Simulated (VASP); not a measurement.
A run of VASP 6.6.1 is set up as follows.

The input INCAR:

```
SYSTEM = N
ALGO = Normal
EDIFF = 1E-7
ENCUT = 520
GGA = PS
ISIF = 2
ISMEAR = 0
LASPH = .True.
LCHARG = .False.
LREAL = .False.
LWAVE = .False.
NBANDS = 18
NELM = 80
PREC = Accurate
SIGMA = 0.05
```

Contents of KPOINTS:

```
k-points
0
Gamma
  6 6 4
  0 0 0
```

The input POSCAR:

```
N
1.0
    4.0840619700      0.0000000000      0.0000000000
    0.0000000000      4.0840619700      0.0000000000
    0.0000000000      0.0000000000      5.3459132500
N
4
Direct
    0.9042752000      0.9777314801     -0.0280588167
    0.5957248000      0.4042752000      0.5000000000
    0.0957248000      0.0957248000      0.0000000000
    0.4042752000      0.5957248000      0.5000000000
```

Potentials or basis: VASP PAW PBE potentials, release 64 (N).

The run is started by

```console
$ cat potpaw_PBE.64/N/POTCAR > POTCAR
$ mpirun -np 1 vasp_std > vasp.out
```

**Question.** Predict the largest force.

**Answer.** 55.052 eV/Å.

**Question.** Predict the pressure.

**Answer.** 30.7 GPa.

Forces in eV/Å, atoms in the order of the input:
```
N   -46.212 -28.575  -8.865
N     0.612  -0.591  -0.014
N    46.214  28.560   8.882
N    -0.614   0.606  -0.003
```

Caveat: the cell differs from its parent crystal (atom 1 (N) moved by (+0.300, -0.150) A along y and z); the standard files for N, O and F lose accuracy on very short bonds; the PAW data sets were made with another functional, which shifts forces and pressure a little.
